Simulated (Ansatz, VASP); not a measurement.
# MgO in VASP and in Ansatz

```
CELL_PARAMETERS angstrom
3.25540 0.00000 0.00000
-1.62770 2.81926 0.00000
0.00000 0.00000 10.41603
ATOMIC_POSITIONS crystal
Mg 0.27410 0.54820 0.96959
Mg 0.04152 0.08304 0.22094
Mg 0.95848 0.91696 0.72094
Mg 0.72590 0.45180 0.46959
O 0.28877 0.57754 0.77992
O 0.05484 0.10968 0.52954
O 0.94516 0.89032 0.02954
O 0.71123 0.42246 0.27992
```

Change from the starting cell: mode 4 frozen in at +0.000 Å and mode 5 at -0.334 Å (largest displacements).

Alike in both runs: task single point; functional PBEsol; k mesh 9 × 9 × 4; occupations gaussian, width 0.05 eV; no spin polarisation.

```csv
,VASP,Ansatz
version,VASP 6.6.1,Ansatz 0.2.0
potentials or method,"VASP PAW PBE potentials, release 64 (Mg, O), cutoff 520 eV","scalar-relativistic, plane waves, PAW"
valence electrons in the cell,32,64
```

VASP gave:

* gap on the k mesh at the Fermi level (eV): 3.12
* least direct gap on the mesh (eV): 3.12
* pressure (GPa): -0.9
* traceless stress, the component that is largest in VASP (GPa): -2.68
* rms of the force components (eV/Å): 0.228

Question: Which values does Ansatz return?

Answer: gap on the k mesh at the Fermi level (eV): 3.12; least direct gap on the mesh (eV): 3.12; pressure (GPa): -0.6; traceless stress, the component that is largest in VASP (GPa): -2.63; rms of the force components (eV/Å): 0.225.

VASP's potentials were made for PBE, not for PBEsol, and Ansatz warns of the same on its side. Atom by atom the forces differ by 0.004 eV/Å (rms over components). With one functional, cell and mesh, what is left measures potentials, basis and numerics. VASP's potentials hold 32 valence electrons a cell and Ansatz's 64, so a difference there can come from the potentials and not from the codes.
